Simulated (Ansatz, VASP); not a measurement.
## TiSi: VASP beside Ansatz

```
CELL_PARAMETERS angstrom
1.81618 -2.11762 0.00000
1.81618 2.11762 0.00000
0.00000 0.00000 3.80393
ATOMIC_POSITIONS crystal
Ti 0.50000 0.50000 0.00000
Si 0.00000 0.00000 0.50000
```

Alike in both runs: task single point; functional r2SCAN; k mesh 16 × 16 × 12; occupations gaussian, width 0.1 eV; no spin polarisation.

```csv
,VASP,Ansatz
version,VASP 6.6.1,Ansatz 0.2.0
potentials or method,"VASP PAW PBE potentials, release 64 (Ti_sv, Si), cutoff 520 eV","scalar-relativistic, plane waves, PAW"
valence electrons in the cell,16,16
```

|  | VASP | Ansatz | Ansatz less VASP |
| --- | --- | --- | --- |
| gap on the k mesh at the Fermi level (eV) | none | none | - |
| pressure (GPa) | -1.5 | -1.9 | -0.38 |
| traceless stress, the component that is largest in VASP (GPa) | -0.76 | -0.85 | -0.085 |

VASP's potentials were made for PBE, not for r2SCAN. A gap of «none» marks a metal or a gap that the smearing closes.
